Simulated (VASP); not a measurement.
The system is BiS2.

```
Bi S
1.0
     6.06491    0.00000    0.00000
     0.00000    6.06491    0.00000
     0.00000    0.00000    4.05421
Bi S
2 4
Direct
  0.50000 0.50000 0.50000
  0.00000 0.00000 0.00000
  0.69557 0.69557 0.00000
  0.80443 0.19557 0.50000
  0.30443 0.30443 0.00000
  0.19557 0.80443 0.50000
```

| Property | Result |
| --- | --- |
| Program | VASP 6.6.1 |
| Task | relaxation of cell and atoms |
| Functional | PBEsol |
| Potentials or basis | VASP PAW PBE potentials, release 64 (Bi_d, S) |
| Cutoff | 600 eV |
| k mesh | 4 × 4 × 6 |
| Occupations | fermi-dirac, width 0.03 eV |
| Spin | no spin polarisation |

At the start: pressure 6.2 GPa; volume 24.85 Å³/atom.

**Question.** How do energy, volume and symmetry change on relaxing?

**Answer.** Over 10 steps the energy falls by 42.3 meV/atom and the volume is 26.94 Å³/atom (+8.4 %); space group P4_2/mnm (No. 136, to 0.1 Å) before and after.

Step by step:
```csv
step,energy change (eV),largest force (eV/Å),pressure (GPa),volume (Å³)
1,0.0000,0.0561,6.19,149.13
2,-0.1588,0.2285,-2.76,170.80
3,-0.2386,0.2010,-0.03,162.21
4,-0.2386,0.1996,0.08,161.95
5,-0.2443,0.1195,0.04,162.10
6,-0.2473,0.0040,0.01,162.33
7,-0.2504,0.0051,-0.10,162.44
8,-0.2530,0.0075,-0.32,162.66
9,-0.2535,0.0043,0.25,160.97
10,-0.2541,0.0004,0.02,161.65
```

Final structure:
```yaml
crystal:
  lattice:
    - [6.16144, 0.00000, 0.00000]
    - [0.00000, 6.16144, 0.00000]
    - [0.00000, 0.00000, 4.25818]
  atoms:
    - { symbol: Bi, position: [0.50000, 0.50000, 0.50000] }
    - { symbol: Bi, position: [0.00000, 0.00000, 0.00000] }
    - { symbol: S, position: [0.69097, 0.69097, 0.00000] }
    - { symbol: S, position: [0.80903, 0.19097, 0.50000] }
    - { symbol: S, position: [0.30903, 0.30903, 0.00000] }
    - { symbol: S, position: [0.19097, 0.80903, 0.50000] }
```

Caveat: the PAW data sets were made with another functional, which shifts forces and pressure a little.
